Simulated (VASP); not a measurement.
Here is a VASP 6.6.1 calculation.

File INCAR:

```
PREC     = Accurate       # precision mode
ENCUT    = 600            # plane-wave cutoff, eV
EDIFF    = 1E-6           # SCF threshold, eV
ISMEAR   = 0              # smearing method
SIGMA    = 0.05           # smearing width, eV
LREAL    = F              # projectors in reciprocal space
LASPH    = T              # aspherical terms in the spheres
NELM     = 120            # most SCF steps
ALGO     = Normal         # electronic algorithm
ISIF     = 2              # what is computed and relaxed
LWAVE    = F              # write WAVECAR
LCHARG   = T              # write CHGCAR
GGA      = PS             # functional
LELF     = T              # ELF
LVHAR    = T            
NBANDS   = 36             # bands
GGA_COMPAT= F
```

File KPOINTS:

```
Automatic mesh
0
Gamma
  10 10 2
```

The input POSCAR:

```
BN
1.0
   -2.5410113134      0.0000000000      0.0000000000
   -1.2705056567     -2.2005803487      0.0000000000
   -0.3174993636     -0.1833083430     12.6098865131
B N
6 6
Direct
    0.6614650538      0.6614650538      0.0624443320
    0.6336983871      0.6336983871      0.3957776653
    0.6059317205      0.6059317205      0.7291109987
    0.2587150538      0.2587150538      0.8957776653
    0.3142483871      0.3142483871      0.2291109987
    0.2864817205      0.2864817205      0.5624443320
    0.5885627262      0.5885627262      0.9376223347
    0.6440960595      0.6440960595      0.2709556680
    0.6163293929      0.6163293929      0.6042890013
    0.2691127262      0.2691127262      0.7709556680
    0.3246460595      0.3246460595      0.1042890013
    0.2968793929      0.2968793929      0.4376223347
```

Potentials or basis: VASP PAW PBE potentials, release 64 (B, N).

Command:

```console
$ cat potpaw_PBE.64/B/POTCAR potpaw_PBE.64/N/POTCAR > POTCAR
$ mpirun -np 1 vasp_std > vasp.out
```

Q: Estimate the pressure.

A: 0.3 GPa.

Q: Predict the largest force.

A: 2.054 eV/Å.

Forces on the atoms (eV/Å):
```
B    1.499  0.865 -0.100
B    0.003  0.002  0.031
B   -0.017 -0.010  0.032
B   -0.006 -0.003 -0.002
B    0.129  0.074  0.067
B   -0.001  0.000  0.030
N   -1.778 -1.027 -0.050
N    0.010  0.006 -0.027
N   -0.002 -0.001 -0.031
N   -0.100 -0.058 -0.067
N    0.263  0.152  0.148
N    0.001  0.001 -0.030
```

Caveat: the PAW data sets were made with another functional, which shifts forces and pressure a little.
